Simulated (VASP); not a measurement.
# Ni (Fd-3m) in VASP: further runs

Ni is run at these levels: RPBE; tasks: single point.

All numbers are computed with VASP 6.6.1; they aren't measurements. Logs are shortened: lines on timing, memory, paths and dates and some standing lists are left out, and cuts for length are marked.

### Step 1. The cell of the first run

Symmetry: Fd-3m, No. 227, cubic system. The conventional cell has a = 5.164 Å, b = 5.164 Å, c = 5.164 Å, α = 90.00°, β = 90.00°, γ = 90.00°. Ni (site symmetry -43m) has 4 Ni at 2.24 Å within 3.0 Å.

This isn't the form of Ni at room conditions, which is fcc.

### Step 2. Single point, RPBE, collinear spin, antiferromagnetic start

File INCAR:

```
SYSTEM = Ni
PREC     = Accurate       ! precision mode
ENCUT    = 520            ! plane-wave cutoff, eV
EDIFF    = 1E-6           ! SCF threshold, eV
ISMEAR   = -1             ! smearing method
SIGMA    = 0.05           ! smearing width, eV
LREAL    = .False.        ! projectors in reciprocal space
LASPH    = .True.         ! aspherical terms in the spheres
NELM     = 150            ! most SCF steps
ALGO     = Normal         ! electronic algorithm
ISIF     = 2              ! what is computed and relaxed
LWAVE    = .False.        ! write WAVECAR
LCHARG   = .False.        ! write CHGCAR
ISPIN    = 2              ! spin polarisation
MAGMOM   = 0.8 -0.8       ! initial moments
LORBIT   = 11             ! projections on sites
LMAXMIX  = 4              ! l up to which the mixer works
GGA      = RP             ! functional
NBANDS   = 21             ! bands
```

File KPOINTS:

```
regular mesh
0
Gamma
  11 11 11
  0 0 0
```

File POSCAR:

```
Ni
1.0
    0.0000000000      2.5819774972      2.5819774972
    2.5819774972      0.0000000000      2.5819774972
    2.5819774972      2.5819774972      0.0000000000
Ni
2
Direct
    0.1250000000      0.1250000000      0.1250000000
    0.8750000000      0.8750000000      0.8750000000
```

Potentials or basis: VASP PAW PBE potentials, release 64 (Ni).

Run with:

```bash
$ cat potpaw_PBE.64/Ni/POTCAR > POTCAR
$ mpirun -np 1 vasp_std > vasp.out
```

OUTCAR:

```text
SYSTEM = Ni
   PREC = Accurate
   ENCUT = 520
   EDIFF = 1E-6
   ISMEAR = -1
   LREAL = .False.
   LASPH = .True.
   NELM = 150
   ISIF = 2
   ISPIN = 2
   LORBIT = 11
   GGA = RP

 ion  position               nearest neighbor table
   1  0.125  0.125  0.125-   2 2.24   2 2.24   2 2.24   2 2.24
   2  0.875  0.875  0.875-   1 2.24   1 2.24   1 2.24   1 2.24

  LATTYP: Found a face centered cubic cell.
 ALAT       =     5.1639549944

  Lattice vectors:

 A1 = (   0.0000000000,   2.5819774972,   2.5819774972)
 A2 = (   2.5819774972,   0.0000000000,   2.5819774972)
 A3 = (   2.5819774972,   2.5819774972,   0.0000000000)

Analysis of symmetry for initial positions (statically):
=====================================================================
 Subroutine PRICEL returns:
 Original cell was already a primitive cell.

 Routine SETGRP: Setting up the symmetry group for a
 face centered cubic supercell.

 Subroutine GETGRP returns: Found 48 space group operations
 (whereof 12 operations were pure point group operations)
 out of a pool of 48 trial point group operations.

The static configuration has the point symmetry D_3d.
 The point group associated with its full space group is O_h .

Analysis of symmetry for dynamics (positions and initial velocities):
=====================================================================
 Subroutine PRICEL returns:
 Original cell was already a primitive cell.

 Routine SETGRP: Setting up the symmetry group for a
 face centered cubic supercell.

 Subroutine GETGRP returns: Found 48 space group operations
 (whereof 12 operations were pure point group operations)
 out of a pool of 48 trial point group operations.

The dynamic configuration has the point symmetry D_3d.
 The point group associated with its full space group is O_h .

Analysis of structural, dynamic, and magnetic symmetry:
=====================================================================
 Subroutine PRICEL returns:
 Original cell was already a primitive cell.

 Routine SETGRP: Setting up the symmetry group for a
 face centered cubic supercell.

 Subroutine GETGRP returns: Found 48 space group operations
 (whereof 12 operations were pure point group operations)
 out of a pool of 48 trial point group operations.

The overall configuration has the point symmetry D_3d.
 The point group associated with its full space group is O_h .

 Subroutine INISYM returns: Found 48 space group operations
 (whereof 12 operations are pure point group operations),
 and found     1 'primitive' translations

----------------------------------------------------------------------------------------

                                     Primitive cell

  volume of cell :      34.4261

  direct lattice vectors                    reciprocal lattice vectors
     0.000000000  2.581977497  2.581977497    -0.193650022  0.193650022  0.193650022
     2.581977497  0.000000000  2.581977497     0.193650022 -0.193650022  0.193650022
     2.581977497  2.581977497  0.000000000     0.193650022  0.193650022 -0.193650022

  length of vectors
     3.651467594  3.651467594  3.651467594     0.335411678  0.335411678  0.335411678

  position of ions in fractional coordinates (direct lattice)
     0.125000000  0.125000000  0.125000000
     0.875000000  0.875000000  0.875000000

  ion indices of the primitive-cell ions
   primitive index   ion index
                 1           1
                 2           2

----------------------------------------------------------------------------------------

 KPOINTS: regular mesh

Automatic generation of k-mesh.
 Grid dimensions read from file:
 generate k-points for:   11   11   11

 Generating k-lattice:

  Cartesian coordinates                     Fractional coordinates (reciprocal lattice)
    -0.017604547  0.017604547  0.017604547     0.090909091  0.000000000  0.000000000
     0.017604547 -0.017604547  0.017604547     0.000000000  0.090909091  0.000000000
     0.017604547  0.017604547 -0.017604547     0.000000000  0.000000000  0.090909091

  Length of vectors
     0.030491971  0.030491971  0.030491971

  Shift w.r.t. Gamma in fractional coordinates (k-lattice)
     0.000000000  0.000000000  0.000000000

 Subroutine IBZKPT returns following result:
 ===========================================

 Found     56 irreducible k-points:

 Following reciprocal coordinates:
            Coordinates               Weight
  0.000000  0.000000  0.000000      1.000000
  0.090909  0.000000  0.000000      8.000000
  0.181818  0.000000  0.000000      8.000000
  0.272727  0.000000  0.000000      8.000000
  0.363636  0.000000  0.000000      8.000000
  0.454545  0.000000  0.000000      8.000000
[... 16 lines left out ...]
 -0.272727  0.181818  0.000000     24.000000
 -0.181818  0.181818  0.000000     12.000000
 [... further k-points ...]
   k-points           NKPTS =     56   k-points in BZ     NKDIM =     56   number of bands    NBANDS=     21
   number of dos      NEDOS =    301   number of ions     NIONS =      2
   total plane-waves  NPLWV =  21952
   dimension x,y,z NGX =    28 NGY =   28 NGZ =   28
   dimension x,y,z NGXF=    56 NGYF=   56 NGZF=   56
   ions per type =               2
   NGX,Y,Z   is equivalent  to a cutoff of  12.75, 12.75, 12.75 a.u.
   NGXF,Y,Z  is equivalent  to a cutoff of  25.50, 25.50, 25.50 a.u.
 SYSTEM =  Ni
   PREC   = accura    normal or accurate (medium, high low for compatibility)
   ISTART =      0    job   : 0-new  1-cont  2-samecut
   ICHARG =      2    charge: 1-file 2-atom 10-const
   ISPIN  =      2    spin polarized calculation?
   LNONCOLLINEAR =      F non collinear calculations
   LSORBIT =      F    spin-orbit coupling
   LASPH  =      T    aspherical Exc in radial PAW
   ENCUT  =  520.0 eV  38.22 Ry    6.18 a.u.   6.79  6.79  6.79*2*pi/ulx,y,z
   NELM   =    150;   NELMIN=  2; NELMDL= -5     # of ELM steps
   EDIFF  = 0.1E-05   stopping-criterion for ELM
   LREAL  =      F    real-space projection
   EDIFFG = 0.1E-04   stopping-criterion for IOM
   NSW    =      0    number of steps for IOM
   IBRION =     -1    ionic relax: 0-MD 1-quasi-New 2-CG
   NFREE  =      0    steps in history (QN), initial steepest desc. (CG)
   ISIF   =      2    stress and relaxation
   ISYM   =      2    0-nonsym 1-usesym 2-fastsym
   POTIM  = 0.5000    time-step for ionic-motion
   TEBEG  =    0.0;   TEEND  =   0.0 temperature during run
   PSTRESS=    0.0 pullay stress
   NELECT =      20.0000    total number of electrons
   NUPDOWN=      -1.0000    fix difference up-down
   EMIN   =  10.00;   EMAX   =-10.00  energy-range for DOS
   EFERMI =   0.00;   METHOD = LEGACY
   ISMEAR =    -1;   SIGMA  =   0.05  broadening in eV -4-tet -1-fermi 0-gaus
   EFERMI_NEDOS =   21; number of points for ismear=-14 and -15
   IALGO  =     38    algorithm
   IMIX   =      4    mixing-type and parameters
     AMIX     =   0.40;   BMIX     =  1.00
     AMIX_MAG =   1.60;   BMIX_MAG =  1.00
  volume/ion in A,a.u.               =      17.21       116.16
  Fermi-wavevector in a.u.,A,eV,Ry     =   1.366016  2.581395 25.388459  1.865999
  Thomas-Fermi vector in A             =   2.492193
   LORBIT       =     11    0 simple, 1 ext, 2 COOP (PROOUT), +10 PAW based schemes
   GGA     = RP    functional components
   LHFCALC =     F    Hartree Fock is set to
   AEXX    =    0.0000 exact exchange contribution
   IVDW    =     0    specifies the selected vdW correction
   LEPSILON=     F    determine dielectric tensor
   LRPA    =     F    only Hartree local field effects (RPA)
 spin polarized calculation
  energy-cutoff  :      520.00
  volume of cell :       34.43
 maximum number of plane-waves:       942
   NGX = 13   NGY = 13   NGZ = 13

 number of electron      20.0000022 magnetization      -0.0000000

 number of electron      20.0000022 magnetization       0.0000000

 Free energy of the ion-electron system (eV)
  ---------------------------------------------------
  ext. energy  EPLUGINS =         0.00000000
  ---------------------------------------------------
  free energy    TOTEN  =        -7.47220639 eV

  energy without entropy =       -7.39494404  energy(sigma->0) =       -7.43357521

 E-fermi :   4.3030     XC(G=0): -10.3205

 val. band max:        4.3015839452   @ k =  -0.3636   0.2727   0.0000
 cond. band min:       4.3130008297   @ k =   0.4545   0.1818   0.0909
 fundamental gap:      0.0114168845
 Fermi energy:         4.3030177273

 spin component 1

 k-point     1 :       0.0000    0.0000    0.0000
  band No.  band energies     occupation
      1      -1.8415      1.00000
      2       1.8940      1.00000
      3       1.8940      1.00000
      4       1.9295      1.00000
      5       1.9295      1.00000
      6       1.9295      1.00000
[... 13 lines left out ...]
     20      21.1493      0.00000
     21      21.1493      0.00000

 k-point     2 :       0.0909    0.0000    0.0000
  band No.  band energies     occupation
      1      -1.6982      1.00000
      2       1.8021      1.00000
      3       1.8021      1.00000
      4       1.9347      1.00000
      5       2.0492      1.00000
      6       2.0492      1.00000
[... 13 lines left out ...]
     20      20.4822      0.00000
     21      20.4822      0.00000
[... 487 lines left out ...]
      5       2.1078      1.00000
      6       2.4868      1.00000
[... 13 lines left out ...]
     20      22.9210      0.00000
     21      26.0998      0.00000

 k-point    24 :      -0.1818    0.1818    0.0000
  band No.  band energies     occupation
      1      -0.3942      1.00000
      2       1.6231      1.00000
      3       1.8810      1.00000
      4       1.9233      1.00000
      5       2.1383      1.00000
      6       2.4258      1.00000
[... 13 lines left out ...]
     20      22.8011      0.00000
     21      25.4663      0.00000

 [... further k-points ...]

 spin component 2

 k-point     1 :       0.0000    0.0000    0.0000
  band No.  band energies     occupation
      1      -1.8415      1.00000
      2       1.8940      1.00000
      3       1.8940      1.00000
      4       1.9295      1.00000
      5       1.9295      1.00000
      6       1.9295      1.00000
[... 13 lines left out ...]
     20      21.1493      0.00000
     21      21.1493      0.00000

 k-point     2 :       0.0909    0.0000    0.0000
  band No.  band energies     occupation
      1      -1.6982      1.00000
      2       1.8021      1.00000
      3       1.8021      1.00000
      4       1.9347      1.00000
      5       2.0492      1.00000
      6       2.0492      1.00000
[... 13 lines left out ...]
     20      20.4822      0.00000
     21      20.4822      0.00000
[... 487 lines left out ...]
      5       2.1078      1.00000
      6       2.4868      1.00000
[... 13 lines left out ...]
     20      22.9210      0.00000
     21      26.0998      0.00000

 k-point    24 :      -0.1818    0.1818    0.0000
  band No.  band energies     occupation
      1      -0.3942      1.00000
      2       1.6231      1.00000
      3       1.8810      1.00000
      4       1.9233      1.00000
      5       2.1383      1.00000
      6       2.4258      1.00000
[... 13 lines left out ...]
     20      22.8011      0.00000
     21      25.4663      0.00000

 [... further k-points ...]

------------------------ aborting loop because EDIFF is reached ----------------------------------------

  FORCE on cell =-STRESS in cart. coord.  units (eV):
  Direction    XX          YY          ZZ          XY          YZ          ZX
  --------------------------------------------------------------------------------------
  -------------------------------------------------------------------------------------
  Total       -0.0551265     -0.0551265     -0.0551265     -0.0000000      0.0000000      0.0000000
  in kB       -2.5655666     -2.5655666     -2.5655666     -0.0000000      0.0000000      0.0000000
  external PRESSURE =      -2.5655666 kB  Pullay stress =       0.0000000 kB

 VOLUME and BASIS-vectors are now :
 -----------------------------------------------------------------------------
  energy-cutoff  :      520.00
  volume of cell :       34.43
      direct lattice vectors                 reciprocal lattice vectors
     0.000000000  2.581977497  2.581977497    -0.193650022  0.193650022  0.193650022
     2.581977497  0.000000000  2.581977497     0.193650022 -0.193650022  0.193650022
     2.581977497  2.581977497  0.000000000     0.193650022  0.193650022 -0.193650022

 POSITION                                       TOTAL-FORCE (eV/Angst)
 -----------------------------------------------------------------------------------
      0.64549      0.64549      0.64549         0.000000      0.000000      0.000000
      4.51846      4.51846      4.51846        -0.000000     -0.000000     -0.000000
 -----------------------------------------------------------------------------------
    total drift:                                0.000000      0.000000     -0.000000

  FREE ENERGIE OF THE ION-ELECTRON SYSTEM (eV)
  ---------------------------------------------------
  free  energy   TOTEN  =        -7.4722063863 eV

  energy  without entropy=       -7.3949440398  energy(sigma->0) =       -7.43357521

 total charge

# of ion       s       p       d       tot
------------------------------------------
    1        0.518   0.316   8.340   9.174
    2        0.518   0.316   8.340   9.174
--------------------------------------------------
tot          1.037   0.631  16.680  18.348

 magnetization (x)

# of ion       s       p       d       tot
------------------------------------------
    1       -0.000  -0.000  -0.000  -0.000
    2        0.000   0.000   0.000   0.000
--------------------------------------------------
tot          0.000   0.000   0.000   0.000
```

Run time: 36 s. Hardware: 1 thread of Intel Xeon 6975P-C (Granite Rapids), shared host; peak memory 0.19 GiB.

What came out:

```
Free energy                                           : -7.4722 eV
Pressure                                              : -0.3 GPa
Band gap on the k mesh                                : zero (filled and empty bands overlap)
Net moment                                            : 0.00 μB per cell
Valence electrons inside the program's atomic spheres : Ni 9.17
```

Levels at points of the mesh, in eV from the Fermi level:
Spin up:
| k point | band 8 | band 9 | band 10 | band 11 | band 12 | band 13 |
| --- | --- | --- | --- | --- | --- | --- |
| (0.00, 0.00, 0.00) | -0.98 | -0.98 | -0.07 | -0.07 | 11.58 | 11.58 |
Spin down:
```tsv
k point	band 8	band 9	band 10	band 11	band 12	band 13
(0.00, 0.00, 0.00)	-0.98	-0.98	-0.07	-0.07	11.58	11.58
```

Caveat: the PAW data sets were made with another functional, which shifts forces and pressure a little.

### Step 3. Single point, RPBE, collinear spin, ferromagnetic start (15.15 Å³/atom)

This run uses another cell than the first one, of 15.15 Å³/atom.

File INCAR:

```
ALGO = Normal
EDIFF = 1E-6
ENCUT = 520
GGA = RP
ISIF = 2
ISMEAR = -1
ISPIN = 2
LASPH = True
LCHARG = True
LELF = True
LMAXMIX = 4
LORBIT = 11
LREAL = False
LVHAR = True
LWAVE = False
MAGMOM = -0.852 -0.852
NBANDS = 21
NELM = 150
PREC = Accurate
SIGMA = 0.05
```

File KPOINTS:

```
k-points
0
Gamma
  12 12 12
```

File POSCAR:

```
Ni
1.0
    0.0000000000      2.4742676501      2.4742676501
    2.4742676501      0.0000000000      2.4742676501
    2.4742676501      2.4742676501      0.0000000000
Ni
2
Direct
    0.1250000000      0.1250000000      0.1250000000
    0.8750000000      0.8750000000      0.8750000000
```

Potentials or basis: VASP PAW PBE potentials, release 64 (Ni).

Run with:

```bash
$ cat potpaw_PBE.64/Ni/POTCAR > POTCAR
$ mpirun -np 1 vasp_std > vasp.out
```

Run time: 52 s. Hardware: 1 thread of Intel Xeon 6975P-C (Granite Rapids), shared host; peak memory 0.21 GiB.

It converged, with:

| Item | Value |
| --- | --- |
| Free energy | -7.5007 eV |
| Pressure | 13.7 GPa |
| Net moment | -1.55 μB per cell |
| Site moments | Ni -0.78 μB |
| Valence electrons inside the program's atomic spheres | Ni 9.33 |

Levels at points of the mesh, in eV from the Fermi level:
Spin up:
```csv
k point,band 5,band 6,band 7,band 8,band 9,band 10,band 11,band 12,band 13,band 14
"(0.00, 0.00, 0.00)",-2.68,-2.68,-1.01,-1.01,-1.01,0.14,0.14,12.59,12.59,12.59
"(0.50, 0.00, 0.00)",-2.65,-2.65,-1.69,-0.63,-0.63,-0.01,-0.01,1.17,9.15,9.15
"(0.50, 0.50, 0.00)",-2.15,-2.15,-1.26,-1.26,0.14,0.14,1.54,1.54,4.58,4.58
```
Spin down:
```csv
k point,band 8,band 9,band 10,band 11,band 12,band 13,band 14,band 15
"(0.00, 0.00, 0.00)",-1.84,-1.84,-0.78,-0.78,12.47,12.47,12.47,12.92
"(0.50, 0.00, 0.00)",-1.48,-1.48,-0.94,-0.94,0.46,9.07,9.07,12.53
"(0.50, 0.50, 0.00)",-2.09,-0.80,-0.80,1.04,1.04,4.62,4.62,9.73
```

Caveat: the cell stands under pressure; the PAW data sets were made with another functional, which shifts forces and pressure a little.
